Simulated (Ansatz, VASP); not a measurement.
# One calculation of Zr3Al2N5, two programs

```xyz
10
Lattice="-1.6770 2.3717 8.3851 1.6770 -2.3717 8.3851 1.6770 2.3717 -8.3851" Properties=species:S:1:pos:R:3 pbc="T T T"
Zr    0.0000    0.0000    6.7081
Zr    0.0000    0.0000    0.0000
Zr    0.0000    0.0000   10.0622
Al    0.0000    0.0000    3.3541
Al    0.0000    0.0000   13.4162
N     0.0000    2.3717    6.7081
N     0.0000    2.3717    0.0000
N     1.6770    0.0000    1.6770
N     0.0000    2.3717    3.3541
N     1.6770    0.0000    5.0311
```

Alike in both runs: task single point; functional PBE; k mesh 6 × 6 × 6; occupations gaussian, width 0.1 eV; no spin polarisation.

```csv
,VASP,Ansatz
version,VASP 6.6.1,Ansatz 0.2.0
potentials or method,"VASP PAW PBE potentials, release 64 (Zr_sv, Al, N), cutoff 520 eV","scalar-relativistic, plane waves, PAW"
valence electrons in the cell,67,67
```

```tsv
	VASP	Ansatz	Ansatz less VASP
gap on the k mesh at the Fermi level (eV)	none	none	-
pressure (GPa)	-27.9	-28.0	-0.08
traceless stress, the component that is largest in VASP (GPa)	1.43	1.43	+0.006
rms of the force components (eV/Å)	0.588	0.587	-0.0012
```

Atom by atom the forces differ by 0.003 eV/Å (rms over components). A gap of «none» marks a metal or a gap that the smearing closes.

The k mesh is coarse, so the values compare programs but aren't converged.
